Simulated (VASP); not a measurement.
Runs of VASP 6.6.1 on NaCl. The structure is that of space group Pm-3m (No. 221), or close to it. The cells are those of the table. 

```tsv
level	cell	smearing	gap on the mesh (eV)	pressure (GPa)
PBE	a = 3.397 Å, 2 atoms	gaussian 0.02 eV	4.31	3.1
PBE	a = 3.359 Å, 2 atoms	gaussian 0.02 eV	4.44	4.5
PBE	a = 3.505 Å, 2 atoms	gaussian 0.05 eV	3.97	0.0
PBE	a = 3.505 Å, 2 atoms	gaussian 0.02 eV	3.97	0.0
PBE	a = 3.534, b = 3.587, c = 3.587 Å, 2 atoms	gaussian 0.02 eV	3.74	(a)
PBE	a = 3.652, b = 3.633, c = 3.658 Å, angles 90.5, 90.0, 90.6°, 2 atoms	gaussian 0.02 eV	3.59	(c)
PBEsol	a = 3.425 Å, 2 atoms	gaussian 0.02 eV	4.06	0.6
PBE	a = 3.618 Å, 2 atoms	gaussian 0.02 eV	(b)	-2.0
```

Alike in all rows: task single point; potentials or basis VASP PAW PBE potentials, release 64 (Na_pv, Cl); no spin polarisation; k mesh 6 × 6 × 6; cutoff (eV) 520.

Estimate the missing entries.

(a) -1.2; (b) 3.68; (c) -2.3.

Caveats: the PAW data sets were made with another functional, which shifts forces and pressure a little (some runs).

A k mesh can miss the band edges.
